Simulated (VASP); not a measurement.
Crystal: CoGe3.

```
CELL_PARAMETERS angstrom
3.82759 0.00000 0.00000
0.00000 3.82759 0.00000
0.00000 0.00000 3.82759
ATOMIC_POSITIONS crystal
Ge 0.00000 0.50000 0.50000
Ge 0.50000 0.00000 0.50000
Ge 0.50000 0.50000 0.00000
Co 0.00000 0.00000 0.00000
```

```yaml
Program: VASP 6.6.1
Task: relaxation of cell and atoms
Functional: PBEsol
Potentials_or_basis: VASP PAW PBE potentials, release 64 (Ge_d, Co)
Cutoff: 600 eV
k_mesh: 6 × 6 × 6
Occupations: gaussian, width 0.1 eV
Spin: no spin polarisation
```

At the start: pressure 10.8 GPa; volume 14.02 Å³/atom.

**Question.** Where does the relaxation end?

**Answer.** Over 3 steps the energy falls by 38.6 meV/atom and the volume is 15.24 Å³/atom (+8.7 %); space group Pm-3m (No. 221, to 0.05 Å).

Step by step:
```tsv
step	energy change (eV)	largest force (eV/Å)	pressure (GPa)	volume (Å³)
1	0.0000	0.0000	10.85	56.08
2	-0.1027	0.0000	-4.92	64.14
3	-0.1543	0.0000	-0.09	60.97
```

Final structure:
```
Ge Co
1.0
     3.93585    0.00000    0.00000
     0.00000    3.93585    0.00000
     0.00000    0.00000    3.93585
Ge Co
3 1
Direct
  0.00000 0.50000 0.50000
  0.50000 0.00000 0.50000
  0.50000 0.50000 0.00000
  0.00000 0.00000 0.00000
```

Caveat: the PAW data sets were made with another functional, which shifts forces and pressure a little.
